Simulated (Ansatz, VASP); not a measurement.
## TiO2 in VASP and in Ansatz

```
Ti O
1.0
    -1.94928    1.94928    4.75700
     1.94928   -1.94928    4.75700
     1.94928    1.94928   -4.75700
Ti O
2 4
Direct
  0.00000 0.00000 0.00000
  0.75000 0.25000 0.50000
  0.20660 0.20660 0.00000
  0.95660 0.45660 0.50000
  0.54340 0.04340 0.50000
  0.79340 0.79340 0.00000
```

Change from the starting cell: equal xx and yy strain of +3 %.

Alike in both runs: task single point; functional PBE; k mesh 13 × 13 × 13; occupations fermi-dirac, width 0.08 eV; no spin polarisation.

|  | VASP | Ansatz |
| --- | --- | --- |
| version | VASP 6.6.1 | Ansatz 0.2.0 |
| potentials or method | VASP PAW PBE potentials, release 64 (Ti_sv, O), cutoff 520 eV | all-electron LAPW, scalar-relativistic |

```csv
,VASP,Ansatz,Ansatz less VASP
pressure (GPa),-4.8,-5.4,-0.57
"traceless stress, the component that is largest in VASP (GPa)",5.86,5.63,-0.232
rms of the force components (eV/Å),0.151,0.136,-0.0147
```

Atom by atom the forces differ by 0.015 eV/Å (rms over components). Ansatz ran all-electron here, and VASP with PAW potentials.
